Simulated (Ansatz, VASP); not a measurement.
**Two plane-wave programs on CuNi2**

INCAR

```
SYSTEM = CuNi2
  PREC = Accurate
  ENCUT = 520
  EDIFF = 1E-7
  ISMEAR = 0
  SIGMA = 0.1
  LREAL = .FALSE.
  LASPH = .TRUE.
  NELM = 150
  ALGO = Fast
  ISIF = 2
  LWAVE = .FALSE.
  LCHARG = .FALSE.
  ISPIN = 2
  MAGMOM = 0 0 -2 -2 2 -2
  LORBIT = 11
  LMAXMIX = 4
  GGA = PE
  NBANDS = 44
```

The input KPOINTS:

```
regular mesh
0
G
  6 6 2
  0 0 0
```

File POSCAR:

```
CuNi2
1.0
    2.5206944100      0.0000000000      0.0000000000
   -1.2603472100      2.1829853900      0.0000000000
    0.0000000000      0.0000000000     11.9475983600
Cu Ni
2 4
Direct
    0.3333333300      0.6666666700      0.6666666700
    0.3333333300      0.6666666700      0.3333333300
    0.3333333300      0.6666666700      0.0000000000
    0.6666666700      0.3333333300      0.8333333300
    0.6666666700      0.3333333300      0.1666666700
    0.6666666700      0.3333333300      0.5000000000
```

Input for Ansatz:

```yaml
crystal:
  lattice:
    - [2.52069441, 0.0, 0.0]
    - [-1.26034721, 2.18298539, 0.0]
    - [0.0, 0.0, 11.94759836]
  atoms:
    - { symbol: Cu, position: [0.33333333, 0.66666667, 0.66666667] }
    - { symbol: Cu, position: [0.33333333, 0.66666667, 0.33333333] }
    - { symbol: Ni, position: [0.33333333, 0.66666667, 0.0], spin: -2.0 }
    - { symbol: Ni, position: [0.66666667, 0.33333333, 0.83333333], spin: -2.0 }
    - { symbol: Ni, position: [0.66666667, 0.33333333, 0.16666667], spin: 2.0 }
    - { symbol: Ni, position: [0.66666667, 0.33333333, 0.5], spin: -2.0 }
basis:
  ecutwfc: 420
kpoints:
  mp_grid: { grid: [6, 6, 2] }
hamiltonian:
  xc: pbe
scf:
  occupations: { method: gaussian, width: 0.1 }
  lower_state_search: "off"
output:
  forces: true
  stress: true
  eigenvalues: true
  populations: true
magnetization:
  spin_polarized: true
```

Alike in both runs: task single point; functional PBE; k mesh 6 × 6 × 2; occupations gaussian, width 0.1 eV; collinear spin.

|  | VASP | Ansatz |
| --- | --- | --- |
| version | VASP 6.6.1 | Ansatz 0.2.0 |
| potentials or method | VASP PAW PBE potentials, release 64 (Cu, Ni), cutoff 520 eV | scalar-relativistic, plane waves, PAW |
| valence electrons in the cell | 62 | 110 |

```tsv
	VASP	Ansatz	Ansatz less VASP
gap on the k mesh at the Fermi level (eV)	none	none	-
pressure (GPa)	4.6	4.5	-0.12
traceless stress, the component that is largest in VASP (GPa)	7.97	8.22	+0.249
rms of the force components (eV/Å)	0.154	0.153	-0.0003
net moment per atom (μB)	0.28	0.29	+0.011
size of the moment on the site where the two differ most (μB)	0.68	0.72	+0.042
```

Site moments also hang on the region over which each program counts them. Atom by atom the forces differ by 0.002 eV/Å (rms over components). A gap of «none» marks a metal or a gap that the smearing closes. VASP's potentials hold 62 valence electrons a cell and Ansatz's 110, so a difference there can come from the potentials and not from the codes. Ansatz's warnings: seeded moment not kept.

The k mesh is coarse, so the values compare programs but aren't converged.
